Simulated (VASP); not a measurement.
KCl, 2 atoms in the cell. It takes space group Fm-3m (No. 225, cubic). The conventional cell has a = 6.451 Å, b = 6.451 Å, c = 6.451 Å, α = 90.00°, β = 90.00°, γ = 90.00°. K (site symmetry m-3m) has 6 Cl at 3.23 Å within 4.2 Å. Within 4.2 Å of Cl (site symmetry m-3m) lie 6 K at 3.23 Å.  This cell differs from its parent crystal: strain +2.6%.

| Quantity | Value |
| --- | --- |
| Program | VASP 6.6.1 |
| Task | single point |
| Functional | r2SCAN |
| Potentials or basis | VASP PAW PBE potentials, release 64 (K_sv, Cl) |
| Cutoff | 520 eV |
| k mesh | 8 × 8 × 8 |
| Occupations | gaussian, width 0.01 eV |
| Spin | no spin polarisation |
| Dipole correction | no |
| Further INCAR settings | ALGO = Normal; EDIFF = 1e-06; NBANDS = 15 |

Potentials or basis: VASP PAW PBE potentials, release 64 (K_sv, Cl).

Run with:

```sh
$ cat potpaw_PBE.64/K_sv/POTCAR potpaw_PBE.64/Cl/POTCAR > POTCAR
$ cp INCAR.step1 INCAR
$ mpirun -np 1 vasp_std > vasp.out
$ cp INCAR.step2 INCAR
$ mpirun -np 1 vasp_std > vasp.out
```

Hardware: 1 thread of Intel(R) Xeon(R) 6975P-C (Granite Rapids) (shared host).

Problem. Estimate the wall time of this run.

Solution. Wall time 60 s on 1 thread of Intel(R) Xeon(R) 6975P-C (Granite Rapids) (shared host), peak memory 0.21 GiB. Counts: k points 29.
